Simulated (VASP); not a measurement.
Input of a VASP 6.6.1 run:

INCAR

```
SYSTEM = Hf
  ALGO = Normal
  EDIFF = 1E-6
  ENCUT = 500
  GGA = PE
  GGA_COMPAT = .False.
  ISIF = 2
  ISMEAR = -1
  LASPH = .True.
  LCHARG = .False.
  LREAL = .False.
  LWAVE = .False.
  NBANDS = 11
  NELM = 120
  PREC = Accurate
  SIGMA = 0.03
```

The input KPOINTS:

```
k-points
0
Gamma
  13 13 13
  0 0 0
```

POSCAR

```
Hf
1.0
    0.0000000000      2.2347024152      2.2347024152
    2.2347024152      0.0000000000      2.2347024152
    2.2347024152      2.2347024152      0.0000000000
Hf
1
Direct
    0.0000000000      0.0000000000      0.0000000000
```

Potentials or basis: VASP PAW PBE potentials, release 64 (Hf_pv).

The run is started by

```console
$ cat potpaw_PBE.64/Hf_pv/POTCAR > POTCAR
$ mpirun -np 1 vasp_std > vasp.out
```

(1) What does it give for the band gap on the k mesh?

(2) What does it give for the pressure?

Results:

(1) zero (bands 5 and 6 overlap by 1.95 eV).

(2) 0.6 GPa.

Caveat: spin-orbit coupling is left out, which moves the levels of the heavy elements.
